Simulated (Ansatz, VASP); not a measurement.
# PbS: VASP beside Ansatz

The input INCAR:

```
PREC     = Accurate       # precision mode
ENCUT    = 500            # plane-wave cutoff, eV
EDIFF    = 1E-6           # SCF threshold, eV
ISMEAR   = 0              # smearing method
SIGMA    = 0.01           # smearing width, eV
LREAL    = F              # projectors in reciprocal space
LASPH    = T              # aspherical terms in the spheres
NELM     = 120            # most SCF steps
ALGO     = Normal         # electronic algorithm
ISIF     = 2              # what is computed and relaxed
LWAVE    = F              # write WAVECAR
LCHARG   = F              # write CHGCAR
GGA      = PE             # functional
NBANDS   = 17             # bands
GGA_COMPAT= F
```

Contents of KPOINTS:

```
regular mesh
0
Gamma
  6 6 6
```

Contents of POSCAR:

```
PbS
1.0
    0.0000000000      3.0428166983      3.0428166983
    3.0428166983      0.0000000000      3.0428166983
    3.0428166983      3.0428166983      0.0000000000
Pb S
1 1
Direct
    0.0000000000      0.0000000000      0.0000000000
    0.5000000000      0.5000000000      0.5000000000
```

Input for Ansatz:

```yaml
crystal:
  lattice:
    - [0.0, 3.0428166983138483, 3.0428166983138483]
    - [3.0428166983138483, 0.0, 3.0428166983138483]
    - [3.0428166983138483, 3.0428166983138483, 0.0]
  atoms:
    - { symbol: Pb, position: [0.0, 0.0, 0.0] }
    - { symbol: S, position: [0.5, 0.5, 0.5] }
basis:
  ecutwfc: 500.0
kpoints:
  mp_grid:
    grid: [6, 6, 6]
hamiltonian:
  xc: pbe
scf:
  occupations:
    method: fixed
output:
  stress: true
```

Alike in both runs: task single point; functional PBE; k mesh 6 × 6 × 6; no spin polarisation.

```csv
,VASP,Ansatz
version,VASP 6.6.1,Ansatz 0.2.0
potentials or method,"VASP PAW PBE potentials, release 64 (Pb_d, S), cutoff 500 eV","plane waves, PAW"
occupations,"gaussian, width 0.01 eV",fixed
valence electrons in the cell,20,20
```

```csv
,VASP,Ansatz,Ansatz less VASP
pressure (GPa),-1.9,-1.9,+0.07
```

Spin-orbit coupling is off throughout.
